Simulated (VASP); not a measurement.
# SnO2 (P1) in VASP: single point with PBE

Aim: the single point of SnO2 with PBE.

Everything below comes from runs of VASP 6.6.1. Logs are shortened: lines on timing, memory, paths and dates and some standing lists are left out, and cuts for length are marked.

### 1 The cell of the first run

The typed cell holds 6 atoms: a = 4.827 Å, b = 4.828 Å, c = 3.238 Å, α = 90.00°, β = 90.00°, γ = 90.00°.

### 2 Single point, PBE

Contents of INCAR:

```
  PREC = Accurate
  ENCUT = 520
  EDIFF = 1E-6
  ISMEAR = 0
  SIGMA = 0.05
  LREAL = False
  LASPH = True
  NELM = 100
  ALGO = Normal
  ISIF = 2
  LWAVE = False
  LCHARG = False
  GGA = PE
  NBANDS = 35
```

Contents of KPOINTS:

```
regular mesh
0
Gamma
  6 6 8
```

Contents of POSCAR:

```
SnO2
1.0
    4.8265176357      0.0000000000      0.0000000000
    0.0000000000      4.8283676035      0.0000000000
    0.0000000000      0.0000000000      3.2381666599
Sn O
2 4
Direct
    0.5231542532      0.5231344639      0.5598289514
    0.0231542532      0.0231344639      0.0598289514
    0.3064962475      0.3066616298      0.0000000000
    0.8064962475      0.1933383702      0.5000000000
    0.1935037525      0.8066616298      0.5000000000
    0.6935037525      0.6933383702      0.0000000000
```

Potentials or basis: VASP PAW PBE potentials, release 64 (Sn_d, O).

Launch:

```console
> cat potpaw_PBE.64/Sn_d/POTCAR potpaw_PBE.64/O/POTCAR > POTCAR
> mpirun -np 1 vasp_std > vasp.out
```

OUTCAR:

```text
PREC = Accurate
   ENCUT = 520
   EDIFF = 1E-6
   ISMEAR = 0
   LREAL = False
   LASPH = True
   NELM = 100
   ISIF = 2
   GGA = PE

 ion  position               nearest neighbor table
   1  0.523  0.523  0.560-   6 1.84   3 2.05   5 2.11   4 2.11   6 2.15   3 2.34
   2  0.023  0.023  0.060-   3 1.94   5 1.95   4 1.95   5 2.25   4 2.25   6 2.26
   3  0.306  0.307  0.000-   2 1.94   1 2.05   1 2.34
   4  0.806  0.193  0.500-   2 1.95   1 2.11   2 2.25
   5  0.194  0.807  0.500-   2 1.95   1 2.11   2 2.25
   6  0.694  0.693  0.000-   1 1.84   1 2.15   2 2.26

  LATTYP: Found a simple orthorhombic cell.
 ALAT       =     3.2381666599
 B/A-ratio  =     1.4905093353
 C/A-ratio  =     1.4910806362

  Lattice vectors:

 A1 = (   0.0000000000,   0.0000000000,   3.2381666599)
 A2 = (   4.8265176357,   0.0000000000,   0.0000000000)
 A3 = (   0.0000000000,   4.8283676035,   0.0000000000)

Analysis of symmetry for initial positions (statically):
=====================================================================
 Subroutine PRICEL returns:
 Original cell was already a primitive cell.

 Routine SETGRP: Setting up the symmetry group for a
 simple orthorhombic supercell.

 Subroutine GETGRP returns: Found  1 space group operations
 (whereof  1 operations were pure point group operations)
 out of a pool of  8 trial point group operations.

The static configuration has the point symmetry C_1 .

Analysis of symmetry for dynamics (positions and initial velocities):
=====================================================================
 Subroutine PRICEL returns:
 Original cell was already a primitive cell.

 Routine SETGRP: Setting up the symmetry group for a
 simple orthorhombic supercell.

 Subroutine GETGRP returns: Found  1 space group operations
 (whereof  1 operations were pure point group operations)
 out of a pool of  8 trial point group operations.

The dynamic configuration has the point symmetry C_1 .

 Subroutine INISYM returns: Found  1 space group operations
 (whereof  1 operations are pure point group operations),
 and found     1 'primitive' translations

----------------------------------------------------------------------------------------

                                     Primitive cell

  volume of cell :      75.4629

  direct lattice vectors                    reciprocal lattice vectors
     4.826517636  0.000000000  0.000000000     0.207188718  0.000000000  0.000000000
     0.000000000  4.828367604  0.000000000     0.000000000  0.207109334  0.000000000
     0.000000000  0.000000000  3.238166660     0.000000000  0.000000000  0.308816718

  length of vectors
     4.826517636  4.828367604  3.238166660     0.207188718  0.207109334  0.308816718

  position of ions in fractional coordinates (direct lattice)
     0.523154253  0.523134464  0.559828951
     0.023154253  0.023134464  0.059828951
     0.306496248  0.306661630  0.000000000
     0.806496248  0.193338370  0.500000000
     0.193503752  0.806661630  0.500000000
     0.693503752  0.693338370  0.000000000

  ion indices of the primitive-cell ions
   primitive index   ion index
                 1           1
                 2           2
                 3           3
                 4           4
                 5           5
                 6           6

----------------------------------------------------------------------------------------

 KPOINTS: regular mesh

Automatic generation of k-mesh.
 Grid dimensions read from file:
 generate k-points for:    6    6    8

 Generating k-lattice:

  Cartesian coordinates                     Fractional coordinates (reciprocal lattice)
     0.034531453  0.000000000  0.000000000     0.166666667  0.000000000  0.000000000
     0.000000000  0.034518222  0.000000000     0.000000000  0.166666667  0.000000000
     0.000000000  0.000000000  0.038602090     0.000000000  0.000000000  0.125000000

  Length of vectors
     0.034531453  0.034518222  0.038602090

  Shift w.r.t. Gamma in fractional coordinates (k-lattice)
     0.000000000  0.000000000  0.000000000

 Subroutine IBZKPT returns following result:
 ===========================================

 Found    148 irreducible k-points:

 Following reciprocal coordinates:
            Coordinates               Weight
  0.000000  0.000000  0.000000      1.000000
  0.166667  0.000000  0.000000      2.000000
  0.333333  0.000000  0.000000      2.000000
  0.500000  0.000000  0.000000      1.000000
  0.000000  0.166667  0.000000      2.000000
  0.166667  0.166667  0.000000      2.000000
[... 16 lines left out ...]
 -0.166667  0.000000  0.125000      2.000000
  0.333333  0.000000  0.125000      2.000000
 [... further k-points ...]
   k-points           NKPTS =    148   k-points in BZ     NKDIM =    148   number of bands    NBANDS=     35
   number of dos      NEDOS =    301   number of ions     NIONS =      6
   total plane-waves  NPLWV =  31104
   dimension x,y,z NGX =    36 NGY =   36 NGZ =   24
   dimension x,y,z NGXF=    72 NGYF=   72 NGZF=   48
   ions per type =               2   4
   NGX,Y,Z   is equivalent  to a cutoff of  12.40, 12.40, 12.32 a.u.
   NGXF,Y,Z  is equivalent  to a cutoff of  24.80, 24.79, 24.64 a.u.
 SYSTEM =  unknown system
   PREC   = accura    normal or accurate (medium, high low for compatibility)
   ISTART =      0    job   : 0-new  1-cont  2-samecut
   ICHARG =      2    charge: 1-file 2-atom 10-const
   ISPIN  =      1    spin polarized calculation?
   LNONCOLLINEAR =      F non collinear calculations
   LSORBIT =      F    spin-orbit coupling
   LASPH  =      T    aspherical Exc in radial PAW
   ENCUT  =  520.0 eV  38.22 Ry    6.18 a.u.   8.97  8.98  6.02*2*pi/ulx,y,z
   NELM   =    100;   NELMIN=  2; NELMDL= -5     # of ELM steps
   EDIFF  = 0.1E-05   stopping-criterion for ELM
   LREAL  =      F    real-space projection
   EDIFFG = 0.1E-04   stopping-criterion for IOM
   NSW    =      0    number of steps for IOM
   IBRION =     -1    ionic relax: 0-MD 1-quasi-New 2-CG
   NFREE  =      0    steps in history (QN), initial steepest desc. (CG)
   ISIF   =      2    stress and relaxation
   ISYM   =      2    0-nonsym 1-usesym 2-fastsym
   POTIM  = 0.5000    time-step for ionic-motion
   TEBEG  =    0.0;   TEEND  =   0.0 temperature during run
   PSTRESS=    0.0 pullay stress
   NELECT =      52.0000    total number of electrons
   NUPDOWN=      -1.0000    fix difference up-down
   EMIN   =  10.00;   EMAX   =-10.00  energy-range for DOS
   EFERMI =   0.00;   METHOD = LEGACY
   ISMEAR =     0;   SIGMA  =   0.05  broadening in eV -4-tet -1-fermi 0-gaus
   EFERMI_NEDOS =   21; number of points for ismear=-14 and -15
   IALGO  =     38    algorithm
   IMIX   =      4    mixing-type and parameters
     AMIX     =   0.40;   BMIX     =  1.00
     AMIX_MAG =   1.60;   BMIX_MAG =  1.00
  volume/ion in A,a.u.               =      12.58        84.87
  Fermi-wavevector in a.u.,A,eV,Ry     =   1.445988  2.732522 28.448182  2.090882
  Thomas-Fermi vector in A             =   2.564108
   LORBIT       =      0    0 simple, 1 ext, 2 COOP (PROOUT), +10 PAW based schemes
   GGA     = PE    functional components
   LHFCALC =     F    Hartree Fock is set to
   AEXX    =    0.0000 exact exchange contribution
   IVDW    =     0    specifies the selected vdW correction
   LEPSILON=     F    determine dielectric tensor
   LRPA    =     F    only Hartree local field effects (RPA)
 non-spin polarized calculation
 Gauss-broadening in eV      SIGMA  =   0.05
  energy-cutoff  :      520.00
  volume of cell :       75.46
 maximum number of plane-waves:      2060
   NGX = 17   NGY = 17   NGZ = 13

 number of electron      51.9999971 magnetization

 Free energy of the ion-electron system (eV)
  ---------------------------------------------------
  ext. energy  EPLUGINS =         0.00000000
  ---------------------------------------------------
  free energy    TOTEN  =       -36.25415724 eV

  energy without entropy =      -36.25415724  energy(sigma->0) =      -36.25415724

 E-fermi :   5.7528     XC(G=0): -10.9606

 val. band max:        5.4534595447   @ k =   0.0000   0.0000   0.0000
 cond. band min:       6.1816407935   @ k =   0.0000   0.0000   0.0000
 fundamental gap:      0.7281812487
 Fermi energy:         5.7527998094

 k-point     1 :       0.0000    0.0000    0.0000
  band No.  band energies     occupation
      1     -15.6422      2.00000
      2     -15.1341      2.00000
      3     -14.7936      2.00000
      4     -14.7588      2.00000
      5     -14.6548      2.00000
      6     -14.5514      2.00000
[... 27 lines left out ...]
     34      17.3871      0.00000
     35      17.6820      0.00000

 k-point     2 :       0.1667    0.0000    0.0000
  band No.  band energies     occupation
      1     -15.6147      2.00000
      2     -15.1564      2.00000
      3     -14.8219      2.00000
      4     -14.7553      2.00000
      5     -14.6518      2.00000
      6     -14.5590      2.00000
[... 27 lines left out ...]
     34      17.4696      0.00000
     35      17.6326      0.00000

 k-point     3 :       0.3333    0.0000    0.0000
  band No.  band energies     occupation
      1     -15.5419      2.00000
      2     -15.2245      2.00000
      3     -14.8674      2.00000
      4     -14.7540      2.00000
      5     -14.6448      2.00000
      6     -14.5732      2.00000
[... 27 lines left out ...]
     34      17.6136      0.00000
     35      17.7742      0.00000

 k-point     4 :       0.5000    0.0000    0.0000
  band No.  band energies     occupation
      1     -15.4833      2.00000
      2     -15.2840      2.00000
      3     -14.8859      2.00000
      4     -14.7540      2.00000
      5     -14.6403      2.00000
      6     -14.5805      2.00000
[... 27 lines left out ...]
     34      17.6869      0.00000
     35      18.1458      0.00000

 k-point     5 :       0.0000    0.1667    0.0000
  band No.  band energies     occupation
      1     -15.6147      2.00000
      2     -15.1564      2.00000
      3     -14.8220      2.00000
      4     -14.7553      2.00000
      5     -14.6518      2.00000
      6     -14.5590      2.00000
[... 638 lines left out ...]
 k-point    22 :       0.1667    0.0000    0.1250
  band No.  band energies     occupation
      1     -15.5608      2.00000
      2     -15.2093      2.00000
      3     -14.9144      2.00000
      4     -14.7428      2.00000
      5     -14.6309      2.00000
      6     -14.5495      2.00000
[... 27 lines left out ...]
     34      17.3661      0.00000
     35      17.6303      0.00000

 k-point    23 :      -0.1667    0.0000    0.1250
  band No.  band energies     occupation
      1     -15.5826      2.00000
      2     -15.1506      2.00000
      3     -14.9222      2.00000
      4     -14.7752      2.00000
      5     -14.6336      2.00000
      6     -14.5563      2.00000
[... 27 lines left out ...]
     34      17.3372      0.00000
     35      17.5822      0.00000

 k-point    24 :       0.3333    0.0000    0.1250
  band No.  band energies     occupation
      1     -15.5021      2.00000
      2     -15.2596      2.00000
      3     -14.9475      2.00000
      4     -14.7558      2.00000
      5     -14.6271      2.00000
      6     -14.5542      2.00000
[... 27 lines left out ...]
     34      17.5598      0.00000
     35      17.7402      0.00000

 [... further k-points ...]

------------------------ aborting loop because EDIFF is reached ----------------------------------------

  FORCE on cell =-STRESS in cart. coord.  units (eV):
  Direction    XX          YY          ZZ          XY          YZ          ZX
  --------------------------------------------------------------------------------------
  -------------------------------------------------------------------------------------
  Total        3.1581838      3.1471620      5.2757807      1.5873630      1.5694409      1.5727282
  in kB       67.0524373     66.8184288    112.0118310     33.7018252     33.3213152     33.3911080
  external PRESSURE =      81.9608990 kB  Pullay stress =       0.0000000 kB

 VOLUME and BASIS-vectors are now :
 -----------------------------------------------------------------------------
  energy-cutoff  :      520.00
  volume of cell :       75.46
      direct lattice vectors                 reciprocal lattice vectors
     4.826517636  0.000000000  0.000000000     0.207188718  0.000000000  0.000000000
     0.000000000  4.828367604  0.000000000     0.000000000  0.207109334  0.000000000
     0.000000000  0.000000000  3.238166660     0.000000000  0.000000000  0.308816718

 POSITION                                       TOTAL-FORCE (eV/Angst)
 -----------------------------------------------------------------------------------
      2.52501      2.52589      1.81282        -2.225300     -2.225600     -4.430422
      0.11175      0.11170      0.19374        -1.242399     -1.241217     -3.364696
      1.47931      1.48068      0.00000         1.359339      1.360317      0.615592
      3.89257      0.93351      1.61908        -0.665514      0.567265      1.757512
      0.93395      3.89486      1.61908         0.567917     -0.666494      1.758667
      3.34721      3.34769      0.00000         2.205956      2.205729      3.663346
 -----------------------------------------------------------------------------------
    total drift:                                0.000673      0.000649      0.000794

  FREE ENERGIE OF THE ION-ELECTRON SYSTEM (eV)
  ---------------------------------------------------
  free  energy   TOTEN  =       -36.2541572430 eV

  energy  without entropy=      -36.2541572430  energy(sigma->0) =      -36.25415724
```

Wall time 9.1 min (1 thread of Oxide Virtual Turin-like, shared host); peak memory 0.36 GiB.

What came out:

| Property | Result |
| --- | --- |
| Free energy | -36.2542 eV |
| Pressure | 8.2 GPa |
| Largest force | 5.435 eV/Å |
| Band gap on the k mesh | 0.73 eV |

Forces in eV/Å, atoms in the order of the input:
```
Sn  -2.225 -2.226 -4.430
Sn  -1.242 -1.241 -3.365
O    1.359  1.360  0.616
O   -0.666  0.567  1.758
O    0.568 -0.666  1.759
O    2.206  2.206  3.663
```

Caveat: the cell differs from its parent crystal (all Sn atoms moved -0.250 Å, as atom 1 towards its neighbour atom 3 (O) at 2.089 Å); the cell stands under pressure; semilocal functionals underestimate gaps, and a narrow one can read as zero; spin-orbit coupling is left out, which moves the levels of the heavy elements; forces of over 1 eV/Å act on the atoms, so gaps and moduli don't describe the material at rest.
